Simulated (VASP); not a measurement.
Here is a VASP 6.6.1 calculation.

INCAR

```
  PREC = Accurate
  ENCUT = 520
  EDIFF = 1E-6
  ISMEAR = 0
  SIGMA = 0.1
  LREAL = False
  LASPH = True
  NELM = 80
  ALGO = Fast
  ISIF = 2
  LWAVE = False
  LCHARG = False
  GGA = PE
  NBANDS = 44
```

KPOINTS

```
regular mesh
0
Gamma
  14 14 4
```

File POSCAR:

```
Ta5W
1.0
    1.6420685320     -2.3373955802      0.0000000000
    1.6420685320      2.3373955802      0.0000000000
    0.0000000000      0.0000000000     13.9541792186
Ta W
5 1
Direct
    0.0000000000      0.0000000000      0.1603900931
    0.5000000000      0.5000000000      0.3301454143
    0.0000000000      0.0000000000      0.5000000000
    0.5000000000      0.5000000000      0.6698545857
    0.0000000000      0.0000000000      0.8396099069
    0.5000000000      0.5000000000      0.0000000000
```

Potentials or basis: VASP PAW PBE potentials, release 64 (Ta_pv, W_sv).

Command:

```bash
$ cat potpaw_PBE.64/Ta_pv/POTCAR potpaw_PBE.64/W_sv/POTCAR > POTCAR
$ mpirun -np 1 vasp_std > vasp.out
```

(1) What does it give for the band gap on the k mesh?

(2) Estimate the largest force.

(3) Predict the pressure.

## Answers

(1) zero (an odd number of electrons rules out a gap without spin polarisation).

(2) 0.011 eV/Å.

(3) 0.2 GPa.

Caveat: spin-orbit coupling is left out, which moves the levels of the heavy elements.
